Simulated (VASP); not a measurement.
# C2H4 in VASP: notebook

The runs below take C2H4 through single point, with r2SCAN, r2SCAN+rVV10.

Everything below comes from runs of VASP 6.6.1. Logs are shortened: lines on timing, memory, paths and dates and some standing lists are left out, and cuts for length are marked.

## 1. The cell of the first run

The cell holds a molecule in a box, 6 atoms: a = 12.000 Å, b = 12.500 Å, c = 13.000 Å, α = 90.00°, β = 90.00°, γ = 90.00°.

## 2. Single point, r2SCAN

POSCAR

```
H2C
1.0
   12.0000000000      0.0000000000      0.0000000000
    0.0000000000     12.5000000000      0.0000000000
    0.0000000000      0.0000000000     13.0000000000
C H
2 4
Direct
    0.5000000000      0.5000000000      0.5512393249
    0.5000000000      0.5000000000      0.4487606751
    0.5000000000      0.5742480162      0.5953335202
    0.5000000000      0.4257519838      0.5953335202
    0.5000000000      0.5742480162      0.4046664798
    0.5000000000      0.4257519838      0.4046664798
```

INCAR.step1

```
SYSTEM = H2C
  ALGO = Normal
  EDIFF = 1E-5
  ENCUT = 580
  GGA = PE
  GGA_COMPAT = .False.
  ISMEAR = 0
  LASPH = .True.
  LCHARG = .False.
  LREAL = .False.
  LWAVE = .True.
  NBANDS = 15
  NELM = 120
  NELMDL = -8
  PREC = Accurate
  SIGMA = 0.01
```

INCAR.step2

```
SYSTEM = H2C
  ALGO = Normal
  EDIFF = 1E-6
  ENCUT = 580
  GGA_COMPAT = .False.
  ISIF = 2
  ISMEAR = 0
  ISTART = 1
  LASPH = .True.
  LCHARG = .False.
  LMIXTAU = .True.
  LREAL = .False.
  LWAVE = .False.
  METAGGA = R2SCAN
  NBANDS = 15
  NELM = 120
  PREC = Accurate
  SIGMA = 0.01
```

KPOINTS

```
k-points
0
Gamma
  1 1 1
  0 0 0
```

Potentials or basis: VASP PAW PBE potentials, release 64 (C, H).

On the command line:

```console
> cat potpaw_PBE.64/C/POTCAR potpaw_PBE.64/H/POTCAR > POTCAR
> cp INCAR.step1 INCAR
> mpirun -np 1 vasp_gam > vasp.out
> cp INCAR.step2 INCAR
> mpirun -np 1 vasp_gam > vasp.out
```

OUTCAR:

```text
SYSTEM = H2C
   EDIFF = 1E-6
   ENCUT = 580
   ISIF = 2
   ISMEAR = 0
   ISTART = 1
   LASPH = .True.
   LREAL = .False.
   METAGGA = R2SCAN
   NELM = 120
   PREC = Accurate

 ion  position               nearest neighbor table
   1  0.500  0.500  0.551-   3 1.09   4 1.09   2 1.33
   2  0.500  0.500  0.449-   5 1.09   6 1.09   1 1.33
   3  0.500  0.574  0.595-   1 1.09
   4  0.500  0.426  0.595-   1 1.09
   5  0.500  0.574  0.405-   2 1.09
   6  0.500  0.426  0.405-   2 1.09

  LATTYP: Found a simple orthorhombic cell.
 ALAT       =    12.0000000000
 B/A-ratio  =     1.0416666667
 C/A-ratio  =     1.0833333333

  Lattice vectors:

 A1 = (  12.0000000000,   0.0000000000,   0.0000000000)
 A2 = (   0.0000000000,  12.5000000000,   0.0000000000)
 A3 = (   0.0000000000,   0.0000000000,  13.0000000000)

Analysis of symmetry for initial positions (statically):
=====================================================================
 Subroutine PRICEL returns:
 Original cell was already a primitive cell.

 Routine SETGRP: Setting up the symmetry group for a
 simple orthorhombic supercell.

 Subroutine GETGRP returns: Found  8 space group operations
 (whereof  8 operations were pure point group operations)
 out of a pool of  8 trial point group operations.

The static configuration has the point symmetry D_2h.

Analysis of symmetry for dynamics (positions and initial velocities):
=====================================================================
 Subroutine PRICEL returns:
 Original cell was already a primitive cell.

 Routine SETGRP: Setting up the symmetry group for a
 simple orthorhombic supercell.

 Subroutine GETGRP returns: Found  8 space group operations
 (whereof  8 operations were pure point group operations)
 out of a pool of  8 trial point group operations.

The dynamic configuration has the point symmetry D_2h.

 Subroutine INISYM returns: Found  8 space group operations
 (whereof  8 operations are pure point group operations),
 and found     1 'primitive' translations

----------------------------------------------------------------------------------------

                                     Primitive cell

  volume of cell :    1950.0000

  direct lattice vectors                    reciprocal lattice vectors
[... 76 lines left out ...]
   NFREE  =      0    steps in history (QN), initial steepest desc. (CG)
   ISIF   =      2    stress and relaxation
   ISYM   =      2    0-nonsym 1-usesym 2-fastsym
   POTIM  = 0.5000    time-step for ionic-motion
   TEBEG  =    0.0;   TEEND  =   0.0 temperature during run
   PSTRESS=    0.0 pullay stress
   NELECT =      12.0000    total number of electrons
   NUPDOWN=      -1.0000    fix difference up-down
   EMIN   =  10.00;   EMAX   =-10.00  energy-range for DOS
   EFERMI =   0.00;   METHOD = LEGACY
   ISMEAR =     0;   SIGMA  =   0.01  broadening in eV -4-tet -1-fermi 0-gaus
   EFERMI_NEDOS =   21; number of points for ismear=-14 and -15
   IALGO  =     38    algorithm
   IMIX   =      4    mixing-type and parameters
     AMIX     =   0.40;   BMIX     =  1.00
     AMIX_MAG =   1.60;   BMIX_MAG =  1.00
  volume/ion in A,a.u.               =     325.00      2193.21
  Fermi-wavevector in a.u.,A,eV,Ry     =   0.300002  0.566921  1.224538  0.090001
  Thomas-Fermi vector in A             =   1.167927
   LORBIT       =      0    0 simple, 1 ext, 2 COOP (PROOUT), +10 PAW based schemes
   METAGGA = R2SCAN    functional components
   LHFCALC =     F    Hartree Fock is set to
   AEXX    =    0.0000 exact exchange contribution
   IVDW    =     0    specifies the selected vdW correction
   LEPSILON=     F    determine dielectric tensor
   LRPA    =     F    only Hartree local field effects (RPA)
 non-spin polarized calculation
 Gauss-broadening in eV      SIGMA  =   0.01
  energy-cutoff  :      580.00
  volume of cell :     1950.00
 maximum number of plane-waves:     30951
 NGX is ok and might be reduce to    96
   NGX = 47   NGY = 49   NGZ = 51

 number of electron      12.0000001 magnetization

 Free energy of the ion-electron system (eV)
  ---------------------------------------------------
  ext. energy  EPLUGINS =         0.00000000
  ---------------------------------------------------
  free energy    TOTEN  =       -33.55123850 eV

  energy without entropy =      -33.55123850  energy(sigma->0) =      -33.55123850

 E-fermi :  -6.7588     XC(G=0):  -0.2986

 val. band max:       -6.8461308749   @ k =   0.0000   0.0000   0.0000
 cond. band min:      -0.6792689882   @ k =   0.0000   0.0000   0.0000
 fundamental gap:      6.1668618867
 Fermi energy:        -6.7588216124

 k-point     1 :       0.0000    0.0000    0.0000
  band No.  band energies     occupation
      1     -19.7276      2.00000
      2     -14.8473      2.00000
      3     -11.8039      2.00000
      4     -10.4802      2.00000
      5      -8.7134      2.00000
      6      -6.8461      2.00000
      7      -0.6793      0.00000
      8       0.0362      0.00000
      9       0.8706      0.00000
     10       0.8884      0.00000
     11       0.9443      0.00000
     12       1.0351      0.00000
     13       1.0882      0.00000
     14       1.0888      0.00000
     15       1.7587      0.00000

------------------------ aborting loop because EDIFF is reached ----------------------------------------

  FORCE on cell =-STRESS in cart. coord.  units (eV):
  Direction    XX          YY          ZZ          XY          YZ          ZX
  --------------------------------------------------------------------------------------
  -------------------------------------------------------------------------------------
  Total       -0.0611350     -0.7359619     -0.8834661     -0.0000000      0.0000000      0.0000000
  in kB       -0.0502303     -0.6046879     -0.7258817     -0.0000000      0.0000000      0.0000000
  external PRESSURE =      -0.4602666 kB  Pullay stress =       0.0000000 kB

 VOLUME and BASIS-vectors are now :
 -----------------------------------------------------------------------------
  energy-cutoff  :      580.00
  volume of cell :     1950.00
      direct lattice vectors                 reciprocal lattice vectors
    12.000000000  0.000000000  0.000000000     0.083333333  0.000000000  0.000000000
     0.000000000 12.500000000  0.000000000     0.000000000  0.080000000  0.000000000
     0.000000000  0.000000000 13.000000000     0.000000000  0.000000000  0.076923077

 POSITION                                       TOTAL-FORCE (eV/Angst)
 -----------------------------------------------------------------------------------
      6.00000      6.25000      7.16611         0.000000      0.000000     -0.144424
      6.00000      6.25000      5.83389         0.000000      0.000000      0.144424
      6.00000      7.17810      7.73934         0.000000     -0.175734     -0.123147
      6.00000      5.32190      7.73934         0.000000      0.175734     -0.123147
      6.00000      7.17810      5.26066         0.000000     -0.175734      0.123147
      6.00000      5.32190      5.26066         0.000000      0.175734      0.123147
 -----------------------------------------------------------------------------------
    total drift:                                0.000000      0.000000      0.000000

  FREE ENERGIE OF THE ION-ELECTRON SYSTEM (eV)
  ---------------------------------------------------
  free  energy   TOTEN  =       -33.5512384986 eV

  energy  without entropy=      -33.5512384986  energy(sigma->0) =      -33.55123850
```

OUTCAR.step1:

```text
SYSTEM = H2C
   EDIFF = 1E-5
   ENCUT = 580
   GGA = PE
   ISMEAR = 0
   LASPH = .True.
   LREAL = .False.
   NELM = 120
[... 230 lines left out ...]
      6.00000      5.32190      7.73934         0.000000     -0.009909      0.010376
      6.00000      7.17810      5.26066         0.000000      0.009909     -0.010376
      6.00000      5.32190      5.26066         0.000000     -0.009909     -0.010376
 -----------------------------------------------------------------------------------
    total drift:                                0.000000      0.000000      0.000000

  FREE ENERGIE OF THE ION-ELECTRON SYSTEM (eV)
  ---------------------------------------------------
  free  energy   TOTEN  =       -31.9851175171 eV

  energy  without entropy=      -31.9851175171  energy(sigma->0) =      -31.98511752
```

OSZICAR.step1:

```text
N       E                     dE             d eps       ncg     rms          rms(c)
DAV:   1     0.891626454337E+02    0.89163E+02   -0.30947E+03    38   0.456E+02
DAV:   2    -0.131113334249E+02   -0.10227E+03   -0.99388E+02    53   0.865E+01
DAV:   3    -0.352721995369E+02   -0.22161E+02   -0.22116E+02    52   0.543E+01
[... 15 lines left out ...]
DAV:  19    -0.319848344724E+02   -0.69979E-03   -0.64612E-05    30   0.290E-02    0.775E-03
DAV:  20    -0.319849620419E+02   -0.12757E-03   -0.58355E-06    37   0.940E-03    0.219E-03
DAV:  21    -0.319850806912E+02   -0.11865E-03   -0.57145E-06    30   0.826E-03    0.205E-03
DAV:  22    -0.319851108141E+02   -0.30123E-04   -0.63856E-07    37   0.294E-03    0.768E-04
DAV:  23    -0.319851175171E+02   -0.67030E-05   -0.16789E-07    30   0.137E-03
   1 F= -.31985118E+02 E0= -.31985118E+02  d E =-.509964E-40
```

Wall time 5.3 min (1 thread of Intel Xeon 6975P-C (Granite Rapids), shared host); peak memory 1.9 GiB.

Results:

* Free energy: -33.5512 eV
* Largest force: 0.215 eV/Å
* Gap between the frontier levels: 6.17 eV

Forces in eV/Å, atoms in the order of the input:
```
C    0.000  0.000 -0.144
C    0.000  0.000  0.144
H    0.000 -0.176 -0.123
H    0.000  0.176 -0.123
H    0.000 -0.176  0.123
H    0.000  0.176  0.123
```

Levels at points of the mesh, in eV from the valence-band top:
```csv
k point,band 4,band 5,band 6,band 7,band 8,band 9
"(0.00, 0.00, 0.00)",-3.63,-1.87,0.00,6.17,6.88,7.72
```

Caveat: the PAW data sets were made with another functional, which shifts forces and pressure a little.

## 3. Single point, r2SCAN+rVV10

POSCAR is that of step 2.

INCAR.step1

```
PREC = Accurate
ENCUT = 580
ISMEAR = 0
SIGMA = 0.01
LREAL = F
LASPH = T
NELM = 120
NBANDS = 15
GGA = PE
ALGO = Normal
EDIFF = 1E-5
LWAVE = T
LCHARG = F
GGA_COMPAT = F
NELMDL = -8
```

INCAR.step2

```
PREC = Accurate
ENCUT = 580
EDIFF = 1E-6
ISMEAR = 0
SIGMA = 0.01
LREAL = F
LASPH = T
NELM = 120
ALGO = Normal
ISIF = 2
LWAVE = F
LCHARG = F
METAGGA = R2SCAN
LMIXTAU = T
LUSE_VDW = T
IVDW_NL = 2
BPARAM = 11.95
CPARAM = 0.0093
NBANDS = 15
ISTART = 1
GGA_COMPAT = F
```

KPOINTS

```
Automatic mesh
0
Gamma
  1 1 1
```

Potentials or basis: VASP PAW PBE potentials, release 64 (C, H).

On the command line:

```console
> cat potpaw_PBE.64/C/POTCAR potpaw_PBE.64/H/POTCAR > POTCAR
> cp INCAR.step1 INCAR
> mpirun -np 1 vasp_gam > vasp.out
> cp INCAR.step2 INCAR
> mpirun -np 1 vasp_gam > vasp.out
```

Run time: 27 min. Hardware: 1 thread of Intel Xeon 6975P-C (Granite Rapids), shared host; peak memory 5.2 GiB.

It converged, with:

- Free energy: -33.0519 eV
- Largest force: 0.210 eV/Å
- Gap between the frontier levels: 6.17 eV

Forces in eV/Å, atoms in the order of the input:
```
C    0.000  0.000 -0.145
C    0.000  0.000  0.145
H    0.000 -0.172 -0.122
H    0.000  0.172 -0.122
H    0.000 -0.172  0.122
H    0.000  0.172  0.122
```

Levels at points of the mesh, in eV from the valence-band top:
| k point | band 2 | band 3 | band 4 | band 5 | band 6 | band 7 | band 8 | band 9 | band 10 | band 11 |
| --- | --- | --- | --- | --- | --- | --- | --- | --- | --- | --- |
| (0.00, 0.00, 0.00) | -8.00 | -4.96 | -3.63 | -1.86 | 0.00 | 6.17 | 6.89 | 7.72 | 7.74 | 7.79 |

Caveat: the PAW data sets were made with another functional, which shifts forces and pressure a little.
